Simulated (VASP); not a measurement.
Wanted: the native input for a VASP 6.6.1 run.

- Task: single point
- Functional: PBE
- Potentials or basis: VASP PAW PBE potentials, release 64 (Rb_sv, Mg)
- Cutoff: 520 eV
- k mesh: 3 × 3 × 4
- Occupations: gaussian, width 0.1 eV
- Spin: no spin polarisation
- Dipole correction: no
- Further INCAR settings: ALGO = Fast; EDIFF = 1e-06; NBANDS = 26

The structure of RbMg lies in POSCAR:

```
RbMg
1.0
    7.3693020391      0.0000000000      0.0000000000
   -3.6846510195      6.3820027740      0.0000000000
    0.0000000000      0.0000000000      5.9456868724
Rb Mg
3 3
Direct
    0.5000000000      0.0000000000      0.0000000000
    0.5000000000      0.5000000000      0.0000000000
    0.0000000000      0.5000000000      0.0000000000
    0.0000000000      0.0000000000      0.0000000000
    0.3333333333      0.6666666667      0.5000000000
    0.6666666667      0.3333333333      0.5000000000
```

The input as run:

INCAR

```
SYSTEM = RbMg
ALGO = Fast
EDIFF = 1E-6
ENCUT = 520
GGA = PE
ISIF = 2
ISMEAR = 0
LASPH = .TRUE.
LCHARG = .FALSE.
LREAL = .FALSE.
LWAVE = .FALSE.
NBANDS = 26
NELM = 100
PREC = Accurate
SIGMA = 0.1
```

KPOINTS

```
k-points
0
G
  3 3 4
  0 0 0
```

Potentials or basis: VASP PAW PBE potentials, release 64 (Rb_sv, Mg).

Launch:

```bash
$ cat potpaw_PBE.64/Rb_sv/POTCAR potpaw_PBE.64/Mg/POTCAR > POTCAR
$ mpirun -np 1 vasp_std > vasp.out
```

It gave:

The pressure is 2.7 GPa.

It took 46 s on 1 thread of Intel(R) Xeon(R) 6975P-C (Granite Rapids), with other jobs on the host, peak memory 0.38 GiB.
